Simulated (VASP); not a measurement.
Si, 2 atoms in the cell. The structure is cubic, space group Fd-3m (No. 227). Conventional cell: a = 5.444 Å, b = 5.444 Å, c = 5.444 Å, α = 90.00°, β = 90.00°, γ = 90.00°. Within 3.1 Å of Si (site symmetry -43m) lie 4 Si at 2.36 Å. 

| Property | Result |
| --- | --- |
| Program | VASP 6.6.1 |
| Task | single point |
| Functional | r2SCAN |
| Potentials or basis | VASP PAW PBE potentials, release 64 (Si) |
| Cutoff | 520 eV |
| k mesh | 10 × 10 × 10 |
| Occupations | gaussian, width 0.01 eV |
| Spin | no spin polarisation |
| Dipole correction | no |
| Further INCAR settings | ALGO = Normal; EDIFF = 1e-07; NBANDS = 11 |

Potentials or basis: VASP PAW PBE potentials, release 64 (Si).

Launch:

```console
$ cat potpaw_PBE.64/Si/POTCAR > POTCAR
$ cp INCAR.step1 INCAR
$ mpirun -np 1 vasp_std > vasp.out
$ cp INCAR.step2 INCAR
$ mpirun -np 1 vasp_std > vasp.out
```

Hardware: 1 thread of AMD EPYC 7R13 Processor (Zen 3), with other jobs on the host.

**Question.** Estimate the wall time of this run.

**Answer.** It took 78 s on 1 thread of AMD EPYC 7R13 Processor (Zen 3), with other jobs on the host, peak memory 0.13 GiB. Counts: k points 47.
